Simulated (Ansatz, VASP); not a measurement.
## Bi2Te3: VASP beside Ansatz

```
CELL_PARAMETERS angstrom
2.23781 1.29200 9.84286
-2.23781 1.29200 9.84286
0.00000 -2.58400 9.84286
ATOMIC_POSITIONS crystal
Bi 0.81017 0.81017 0.81017
Bi 0.39982 0.39982 0.39982
Te 0.60563 0.60563 0.60563
Te 0.20297 0.20297 0.20297
Te 0.00642 0.00642 0.00642
```

Alike in both runs: functional PBE; k mesh 6 × 6 × 6; occupations gaussian, width 0.1 eV; no spin polarisation.

Ansatz relaxed the structure, and its values are those at the end. VASP's run is a single point on that final structure, the one shown.

```csv
,VASP,Ansatz
version,VASP 6.6.1,Ansatz 0.2.0
potentials or method,"VASP PAW PBE potentials, release 64 (Bi_d, Te), cutoff 520 eV","scalar-relativistic, plane waves, PAW"
valence electrons in the cell,48,78
```

|  | VASP | Ansatz | Ansatz less VASP |
| --- | --- | --- | --- |
| gap on the k mesh at the Fermi level (eV) | none | none | - |
| pressure (GPa) | 0.1 | 0.1 | -0.01 |
| rms of the force components (eV/Å) | 0.016 | 0.016 | -0.0001 |

A gap of «none» marks a metal or a gap that the smearing closes. With one functional, cell and mesh, what is left measures potentials, basis and numerics. VASP's potentials hold 48 valence electrons a cell and Ansatz's 78, so a difference there can come from the potentials and not from the codes.

Spin-orbit coupling is off throughout.
